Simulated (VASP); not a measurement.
# SiO2 (P4_2/mnm) in VASP: a series of runs, part 2 of 2

VASP 6.6.1.

### 3 Single point, PBEsol (volume scaled by 0.96)

Input file INCAR:

```
SYSTEM = SiO2
PREC = Accurate
ENCUT = 520
EDIFF = 1E-7
ISMEAR = -1
SIGMA = 0.03
LREAL = .FALSE.
LASPH = .TRUE.
NELM = 100
ALGO = Normal
ISIF = 2
LWAVE = .FALSE.
LCHARG = .FALSE.
GGA = PS
NBANDS = 25
```

Input file KPOINTS:

```
Automatic mesh
0
G
  6 6 9
  0 0 0
```

Input file POSCAR:

```
SiO2
1.0
    4.1236052368      0.0000000000      0.0000000000
    0.0000000000      4.1236052368      0.0000000000
    0.0000000000      0.0000000000      2.6317442288
Si O
2 4
Direct
    0.0000000000      0.0000000000      0.0000000000
    0.5000000000      0.5000000000      0.5000000000
    0.3067000000      0.3067000000      0.0000000000
    0.1933000000      0.8067000000      0.5000000000
    0.6933000000      0.6933000000      0.0000000000
    0.8067000000      0.1933000000      0.5000000000
```

Potentials or basis: VASP PAW PBE potentials, release 64 (Si, O).

The run is started by

```
> cat potpaw_PBE.64/Si/POTCAR potpaw_PBE.64/O/POTCAR > POTCAR
> mpirun -np 1 vasp_std > vasp.out
```

OUTCAR:

```text
SYSTEM = SiO2
   PREC = Accurate
   ENCUT = 520
   EDIFF = 1E-7
   ISMEAR = -1
   LREAL = .FALSE.
   LASPH = .TRUE.
   NELM = 100
   ISIF = 2
   GGA = PS

 ion  position               nearest neighbor table
   1  0.000  0.000  0.000-   4 1.73   6 1.73   4 1.73   6 1.73   5 1.79   3 1.79
   2  0.500  0.500  0.500-   3 1.73   5 1.73   3 1.73   5 1.73   4 1.79   6 1.79
   3  0.307  0.307  0.000-   2 1.73   2 1.73   1 1.79
   4  0.193  0.807  0.500-   1 1.73   1 1.73   2 1.79
   5  0.693  0.693  0.000-   2 1.73   2 1.73   1 1.79
   6  0.807  0.193  0.500-   1 1.73   1 1.73   2 1.79

  LATTYP: Found a simple tetragonal cell.
 ALAT       =     4.1236052368
 C/A-ratio  =     0.6382143968

  Lattice vectors:

 A1 = (   4.1236052368,   0.0000000000,   0.0000000000)
 A2 = (   0.0000000000,   4.1236052368,   0.0000000000)
 A3 = (   0.0000000000,   0.0000000000,   2.6317442288)

Analysis of symmetry for initial positions (statically):
=====================================================================
 Subroutine PRICEL returns:
 Original cell was already a primitive cell.

 Routine SETGRP: Setting up the symmetry group for a
 simple tetragonal supercell.

 Subroutine GETGRP returns: Found 16 space group operations
 (whereof  8 operations were pure point group operations)
 out of a pool of 16 trial point group operations.

The static configuration has the point symmetry D_2h.
 The point group associated with its full space group is D_4h.

Analysis of symmetry for dynamics (positions and initial velocities):
=====================================================================
 Subroutine PRICEL returns:
 Original cell was already a primitive cell.

 Routine SETGRP: Setting up the symmetry group for a
 simple tetragonal supercell.

 Subroutine GETGRP returns: Found 16 space group operations
 (whereof  8 operations were pure point group operations)
 out of a pool of 16 trial point group operations.

[... 131 lines left out ...]
  Fermi-wavevector in a.u.,A,eV,Ry     =   1.463948  2.766460 29.159226  2.143143
  Thomas-Fermi vector in A             =   2.579982
   LORBIT       =      0    0 simple, 1 ext, 2 COOP (PROOUT), +10 PAW based schemes
   GGA     = PS    functional components
   LHFCALC =     F    Hartree Fock is set to
   AEXX    =    0.0000 exact exchange contribution
   IVDW    =     0    specifies the selected vdW correction
   LEPSILON=     F    determine dielectric tensor
   LRPA    =     F    only Hartree local field effects (RPA)
 non-spin polarized calculation
  energy-cutoff  :      520.00
  volume of cell :       44.75
 maximum number of plane-waves:      1234
 NGX is ok and might be reduce to    32
   NGX = 15   NGY = 15   NGZ =  9

 number of electron      31.9999985 magnetization

 Free energy of the ion-electron system (eV)
  ---------------------------------------------------
  ext. energy  EPLUGINS =         0.00000000
  ---------------------------------------------------
  free energy    TOTEN  =       -48.83091167 eV

  energy without entropy =      -48.83091167  energy(sigma->0) =      -48.83091167

 E-fermi :   9.2835     XC(G=0): -12.7354

 val. band max:        8.7176247420   @ k =   0.0000   0.0000   0.0000
 cond. band min:      15.0450995505   @ k =   0.0000   0.0000   0.0000
 fundamental gap:      6.3274748085
 Fermi energy:         9.2835474982

 k-point     1 :       0.0000    0.0000    0.0000
  band No.  band energies     occupation
      1     -14.2882      2.00000
      2     -10.3715      2.00000
      3     -10.3715      2.00000
      4     -10.1727      2.00000
      5      -2.4068      2.00000
      6       2.0099      2.00000
[... 661 lines left out ...]
     24      21.4514      0.00000
     25      22.7766      0.00000

 [... further k-points ...]

------------------------ aborting loop because EDIFF is reached ----------------------------------------

  FORCE on cell =-STRESS in cart. coord.  units (eV):
  Direction    XX          YY          ZZ          XY          YZ          ZX
  --------------------------------------------------------------------------------------
  -------------------------------------------------------------------------------------
  Total        5.0143892      5.0143892      6.4121945     -0.0000000      0.0000000      0.0000000
  in kB      179.5274148    179.5274148    229.5722678     -0.0000000      0.0000000      0.0000000
  external PRESSURE =     196.2090325 kB  Pullay stress =       0.0000000 kB

 VOLUME and BASIS-vectors are now :
 -----------------------------------------------------------------------------
  energy-cutoff  :      520.00
  volume of cell :       44.75
      direct lattice vectors                 reciprocal lattice vectors
     4.123605237  0.000000000  0.000000000     0.242506240  0.000000000  0.000000000
     0.000000000  4.123605237  0.000000000     0.000000000  0.242506240  0.000000000
     0.000000000  0.000000000  2.631744229     0.000000000  0.000000000  0.379976135

 POSITION                                       TOTAL-FORCE (eV/Angst)
 -----------------------------------------------------------------------------------
      0.00000      0.00000      0.00000        -0.000000     -0.000000      0.000000
      2.06180      2.06180      1.31587        -0.000000     -0.000000      0.000000
      1.26471      1.26471      0.00000        -0.387207     -0.387207     -0.000000
      0.79709      3.32651      1.31587         0.387207     -0.387207     -0.000000
      2.85890      2.85890      0.00000         0.387207      0.387207      0.000000
      3.32651      0.79709      1.31587        -0.387207      0.387207      0.000000
 -----------------------------------------------------------------------------------
    total drift:                                0.000000      0.000000      0.000000

  FREE ENERGIE OF THE ION-ELECTRON SYSTEM (eV)
  ---------------------------------------------------
  free  energy   TOTEN  =       -48.8309116696 eV

  energy  without entropy=      -48.8309116696  energy(sigma->0) =      -48.83091167
```

stdout:

```text
POSCAR found type information on POSCAR SiO
 POSCAR found :  2 types and       6 ions
 scaLAPACK will be used
 -----------------------------------------------------------------------------
|                                                                             |
|                                                                             |
|     You enforced a specific xc type in the INCAR file but a different       |
|     I HOPE YOU KNOW WHAT YOU ARE DOING!                                     |
|                                                                             |
 -----------------------------------------------------------------------------

 LDA part: xc-table for (Slater+PW92), standard interpolation
 POSCAR, INCAR and KPOINTS ok, starting setup
 FFT: planning ... GRIDC
 FFT: planning ... GRID_SOFT
 FFT: planning ... GRID
 WAVECAR not read
 entering main loop
```

It took 17 s on 1 thread of Intel Xeon 6975P-C (Granite Rapids), shared host; peak memory 0.17 GiB.

Results:

| Item | Value |
| --- | --- |
| Free energy | -48.8309 eV |
| Pressure | 19.6 GPa |
| Largest force | 0.548 eV/Å |
| Band gap on the k mesh | 6.33 eV, direct |

Forces on the atoms (eV/Å):
```
Si   0.000  0.000  0.000
Si   0.000  0.000  0.000
O   -0.387 -0.387  0.000
O    0.387 -0.387  0.000
O    0.387  0.387  0.000
O   -0.387  0.387  0.000
```

Caveat: the PAW data sets were made with another functional, which shifts forces and pressure a little. A k mesh can miss the band edges.

### 4 Single point, PBEsol (volume scaled by 0.98)

Input file INCAR:

```
PREC = Accurate
ENCUT = 520
EDIFF = 1E-6
ISMEAR = -1
SIGMA = 0.03
LREAL = False
LASPH = True
NELM = 80
ALGO = Normal
ISIF = 2
LWAVE = False
LCHARG = False
GGA = PS
NBANDS = 25
```

Input file KPOINTS:

```
regular mesh
0
Gamma
  6 6 9
```

POSCAR, as its differences from that of step 3:

```diff
@@ -2,5 +2,5 @@
 1.0
-    4.1236052368      0.0000000000      0.0000000000
-    0.0000000000      4.1236052368      0.0000000000
-    0.0000000000      0.0000000000      2.6317442288
+    4.1520447923      0.0000000000      0.0000000000
+    0.0000000000      4.1520447923      0.0000000000
+    0.0000000000      0.0000000000      2.6498947625
 Si O
```

Potentials or basis: VASP PAW PBE potentials, release 64 (Si, O).

The run is started by

```
> cat potpaw_PBE.64/Si/POTCAR potpaw_PBE.64/O/POTCAR > POTCAR
> mpirun -np 1 vasp_std > vasp.out
```

OUTCAR:

```text
PREC = Accurate
   ENCUT = 520
   EDIFF = 1E-6
   ISMEAR = -1
   LREAL = False
   LASPH = True
   NELM = 80
   ISIF = 2
   GGA = PS

 ion  position               nearest neighbor table
   1  0.000  0.000  0.000-   4 1.74   6 1.74   4 1.74   6 1.74   5 1.80   3 1.80
   2  0.500  0.500  0.500-   3 1.74   5 1.74   3 1.74   5 1.74   4 1.80   6 1.80
   3  0.307  0.307  0.000-   2 1.74   2 1.74   1 1.80
   4  0.193  0.807  0.500-   1 1.74   1 1.74   2 1.80
   5  0.693  0.693  0.000-   2 1.74   2 1.74   1 1.80
   6  0.807  0.193  0.500-   1 1.74   1 1.74   2 1.80

  LATTYP: Found a simple tetragonal cell.
 ALAT       =     4.1520447923
 C/A-ratio  =     0.6382143968

  Lattice vectors:

 A1 = (   4.1520447923,   0.0000000000,   0.0000000000)
 A2 = (   0.0000000000,   4.1520447923,   0.0000000000)
 A3 = (   0.0000000000,   0.0000000000,   2.6498947625)

Analysis of symmetry for initial positions (statically):
=====================================================================
 Subroutine PRICEL returns:
 Original cell was already a primitive cell.

 Routine SETGRP: Setting up the symmetry group for a
 simple tetragonal supercell.

 Subroutine GETGRP returns: Found 16 space group operations
 (whereof  8 operations were pure point group operations)
 out of a pool of 16 trial point group operations.

The static configuration has the point symmetry D_2h.
 The point group associated with its full space group is D_4h.

Analysis of symmetry for dynamics (positions and initial velocities):
=====================================================================
 Subroutine PRICEL returns:
 Original cell was already a primitive cell.

 Routine SETGRP: Setting up the symmetry group for a
 simple tetragonal supercell.

 Subroutine GETGRP returns: Found 16 space group operations
 (whereof  8 operations were pure point group operations)
 out of a pool of 16 trial point group operations.

The dynamic configuration has the point symmetry D_2h.
 The point group associated with its full space group is D_4h.

 Subroutine INISYM returns: Found 16 space group operations
 (whereof  8 operations are pure point group operations),
 and found     1 'primitive' translations

----------------------------------------------------------------------------------------

                                     Primitive cell

  volume of cell :      45.6828

  direct lattice vectors                    reciprocal lattice vectors
     4.152044792  0.000000000  0.000000000     0.240845186  0.000000000  0.000000000
     0.000000000  4.152044792  0.000000000     0.000000000  0.240845186  0.000000000
     0.000000000  0.000000000  2.649894762     0.000000000  0.000000000  0.377373477

  length of vectors
     4.152044792  4.152044792  2.649894762     0.240845186  0.240845186  0.377373477

  position of ions in fractional coordinates (direct lattice)
     0.000000000  0.000000000  0.000000000
     0.500000000  0.500000000  0.500000000
     0.306700000  0.306700000  0.000000000
     0.193300000  0.806700000  0.500000000
     0.693300000  0.693300000  0.000000000
     0.806700000  0.193300000  0.500000000

  ion indices of the primitive-cell ions
   primitive index   ion index
                 1           1
                 2           2
                 3           3
                 4           4
                 5           5
                 6           6

[... 31 lines left out ...]
  0.500000  0.000000  0.000000      2.000000
  0.166667  0.166667  0.000000      4.000000
  0.333333  0.166667  0.000000      8.000000
[... 16 lines left out ...]
  0.333333  0.000000  0.222222      8.000000
  0.500000  0.000000  0.222222      4.000000
 [... further k-points ...]
   k-points           NKPTS =     50   k-points in BZ     NKDIM =     50   number of bands    NBANDS=     25
   number of dos      NEDOS =    301   number of ions     NIONS =      6
   total plane-waves  NPLWV =  20480
   dimension x,y,z NGX =    32 NGY =   32 NGZ =   20
   dimension x,y,z NGXF=    64 NGYF=   64 NGZF=   40
   ions per type =               2   4
   NGX,Y,Z   is equivalent  to a cutoff of  12.81, 12.81, 12.55 a.u.
   NGXF,Y,Z  is equivalent  to a cutoff of  25.63, 25.63, 25.09 a.u.
 SYSTEM =  unknown system
   PREC   = accura    normal or accurate (medium, high low for compatibility)
   ISTART =      0    job   : 0-new  1-cont  2-samecut
   ICHARG =      2    charge: 1-file 2-atom 10-const
   ISPIN  =      1    spin polarized calculation?
   LNONCOLLINEAR =      F non collinear calculations
   LSORBIT =      F    spin-orbit coupling
   LASPH  =      T    aspherical Exc in radial PAW
   ENCUT  =  520.0 eV  38.22 Ry    6.18 a.u.   7.72  7.72  4.93*2*pi/ulx,y,z
   NELM   =     80;   NELMIN=  2; NELMDL= -5     # of ELM steps
   EDIFF  = 0.1E-05   stopping-criterion for ELM
   LREAL  =      F    real-space projection
   EDIFFG = 0.1E-04   stopping-criterion for IOM
   NSW    =      0    number of steps for IOM
   IBRION =     -1    ionic relax: 0-MD 1-quasi-New 2-CG
   NFREE  =      0    steps in history (QN), initial steepest desc. (CG)
   ISIF   =      2    stress and relaxation
   ISYM   =      2    0-nonsym 1-usesym 2-fastsym
   POTIM  = 0.5000    time-step for ionic-motion
   TEBEG  =    0.0;   TEEND  =   0.0 temperature during run
   PSTRESS=    0.0 pullay stress
   NELECT =      32.0000    total number of electrons
   NUPDOWN=      -1.0000    fix difference up-down
   EMIN   =  10.00;   EMAX   =-10.00  energy-range for DOS
   EFERMI =   0.00;   METHOD = LEGACY
   ISMEAR =    -1;   SIGMA  =   0.03  broadening in eV -4-tet -1-fermi 0-gaus
   EFERMI_NEDOS =   21; number of points for ismear=-14 and -15
   IALGO  =     38    algorithm
   IMIX   =      4    mixing-type and parameters
     AMIX     =   0.40;   BMIX     =  1.00
     AMIX_MAG =   1.60;   BMIX_MAG =  1.00
  volume/ion in A,a.u.               =       7.61        51.38
  Fermi-wavevector in a.u.,A,eV,Ry     =   1.453920  2.747511 28.761140  2.113884
  Thomas-Fermi vector in A             =   2.571131
   LORBIT       =      0    0 simple, 1 ext, 2 COOP (PROOUT), +10 PAW based schemes
   GGA     = PS    functional components
   LHFCALC =     F    Hartree Fock is set to
   AEXX    =    0.0000 exact exchange contribution
   IVDW    =     0    specifies the selected vdW correction
   LEPSILON=     F    determine dielectric tensor
   LRPA    =     F    only Hartree local field effects (RPA)
 non-spin polarized calculation
  energy-cutoff  :      520.00
  volume of cell :       45.68
 maximum number of plane-waves:      1254
 NGX is ok and might be reduce to    32
   NGX = 15   NGY = 15   NGZ =  9

 number of electron      31.9999979 magnetization

 Free energy of the ion-electron system (eV)
  ---------------------------------------------------
  ext. energy  EPLUGINS =         0.00000000
  ---------------------------------------------------
  free energy    TOTEN  =       -48.92410217 eV

  energy without entropy =      -48.92410217  energy(sigma->0) =      -48.92410217

 E-fermi :   9.0367     XC(G=0): -12.6274

 val. band max:        8.4261085244   @ k =   0.0000   0.0000   0.0000
 cond. band min:      14.3729509882   @ k =   0.0000   0.0000   0.0000
 fundamental gap:      5.9468424638
 Fermi energy:         9.0367115534

 k-point     1 :       0.0000    0.0000    0.0000
  band No.  band energies     occupation
      1     -14.3552      2.00000
      2     -10.5490      2.00000
      3     -10.5490      2.00000
      4     -10.3546      2.00000
      5      -2.5752      2.00000
      6       1.8357      2.00000
[... 661 lines left out ...]
     24      21.0503      0.00000
     25      22.3307      0.00000

 [... further k-points ...]

------------------------ aborting loop because EDIFF is reached ----------------------------------------

  FORCE on cell =-STRESS in cart. coord.  units (eV):
  Direction    XX          YY          ZZ          XY          YZ          ZX
  --------------------------------------------------------------------------------------
  -------------------------------------------------------------------------------------
  Total        3.0475167      3.0475167      3.9613249     -0.0000000      0.0000000      0.0000000
  in kB      106.8818561    106.8818561    138.9307448     -0.0000000      0.0000000      0.0000000
  external PRESSURE =     117.5648190 kB  Pullay stress =       0.0000000 kB

 VOLUME and BASIS-vectors are now :
 -----------------------------------------------------------------------------
  energy-cutoff  :      520.00
  volume of cell :       45.68
      direct lattice vectors                 reciprocal lattice vectors
     4.152044792  0.000000000  0.000000000     0.240845186  0.000000000  0.000000000
     0.000000000  4.152044792  0.000000000     0.000000000  0.240845186  0.000000000
     0.000000000  0.000000000  2.649894762     0.000000000  0.000000000  0.377373477

 POSITION                                       TOTAL-FORCE (eV/Angst)
 -----------------------------------------------------------------------------------
      0.00000      0.00000      0.00000         0.000000      0.000000      0.000000
      2.07602      2.07602      1.32495         0.000000      0.000000      0.000000
      1.27343      1.27343      0.00000        -0.272685     -0.272685      0.000000
      0.80259      3.34945      1.32495         0.272685     -0.272685      0.000000
      2.87861      2.87861      0.00000         0.272685      0.272685     -0.000000
      3.34945      0.80259      1.32495        -0.272685      0.272685     -0.000000
 -----------------------------------------------------------------------------------
    total drift:                                0.000000      0.000000      0.000000

  FREE ENERGIE OF THE ION-ELECTRON SYSTEM (eV)
  ---------------------------------------------------
  free  energy   TOTEN  =       -48.9241021713 eV

  energy  without entropy=      -48.9241021713  energy(sigma->0) =      -48.92410217
```

stdout:

```text
POSCAR found type information on POSCAR SiO
 POSCAR found :  2 types and       6 ions
 scaLAPACK will be used
 -----------------------------------------------------------------------------
|                                                                             |
|                                                                             |
|     You enforced a specific xc type in the INCAR file but a different       |
|     I HOPE YOU KNOW WHAT YOU ARE DOING!                                     |
|                                                                             |
 -----------------------------------------------------------------------------

 LDA part: xc-table for (Slater+PW92), standard interpolation
 POSCAR, INCAR and KPOINTS ok, starting setup
 FFT: planning ... GRIDC
 FFT: planning ... GRID_SOFT
 FFT: planning ... GRID
 WAVECAR not read
 entering main loop
```

It took 14 s on 1 thread of Intel Xeon 6975P-C (Granite Rapids), shared host; peak memory 0.17 GiB.

What came out:

* Free energy: -48.9241 eV
* Pressure: 11.8 GPa
* Largest force: 0.386 eV/Å
* Band gap on the k mesh: 5.95 eV, direct

Forces on the atoms (eV/Å):
```
Si   0.000  0.000  0.000
Si   0.000  0.000  0.000
O   -0.273 -0.273  0.000
O    0.273 -0.273  0.000
O    0.273  0.273  0.000
O   -0.273  0.273  0.000
```

Stress tensor (GPa, compression positive):
```
10.69  0.00  0.00
 0.00 10.69  0.00
 0.00  0.00 13.89
```

Caveat: the PAW data sets were made with another functional, which shifts forces and pressure a little.

### 5 Summary

| cell | gap on the mesh (eV) | pressure (GPa) | largest force (eV/Å) |
| --- | --- | --- | --- |
| a = 4.095, b = 4.095, c = 2.613 Å, 6 atoms | 6.72 | 28.3 | 0.72 |
| a = 4.124, b = 4.124, c = 2.632 Å, 6 atoms | 6.33 | 19.6 | 0.55 |
| a = 4.152, b = 4.152, c = 2.650 Å, 6 atoms | 5.95 | 11.8 | 0.39 |

Alike in all rows: task single point; level PBEsol; potentials or basis VASP PAW PBE potentials, release 64 (Si, O); no spin polarisation; k mesh 6 × 6 × 9; cutoff (eV) 520; smearing fermi-dirac 0.03 eV.

Caveats: the PAW data sets were made with another functional, which shifts forces and pressure a little.

Absolute energies hang on the potentials; compare differences alone.
